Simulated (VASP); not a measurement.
Runs of VASP 6.6.1 on Pd. The structure is that of space group Pm-3m (No. 221), or close to it. The cells are those of the table. 

```tsv
task	cell	cutoff (eV)	gap on the mesh (eV)	pressure (GPa)
relaxation of cell and atoms	relaxed to 20 GPa from a = 2.530 Å, 1 atom	600	none	20.0
relaxation of cell and atoms	relaxed to 30 GPa from a = 2.530 Å, 1 atom	600	none	30.0
single point	a = 2.538 Å, 1 atom	520	none	0.0
relaxation of cell and atoms	relaxed to 10 GPa from a = 2.530 Å, 1 atom	600	none	10.0
single point	a = 2.460 Å, 1 atom	520	none	19.9
relaxation of cell and atoms	relaxed from a = 2.530 Å, 1 atom	600	none	0.0
single point	a = 2.432 Å, 1 atom	520	none	(a)
single point	a = 2.494 Å, 1 atom	520	none	10.0
```

Alike in all rows: level LDA; potentials or basis VASP PAW LDA potentials, release 64 (Pd); no spin polarisation; k mesh 16 × 16 × 16; smearing methfessel-paxton 0.1 eV.

**Question.** Estimate the missing entries.

**Answer.** (a) 29.9.

Caveats: the cell is relaxed towards a set pressure, so the enthalpy falls and the energy may rise (some runs).

A k mesh can miss the band edges, and the runs leave out spin-orbit coupling on Pd.

A gap of «none» marks levels without a gap at the run's occupations.
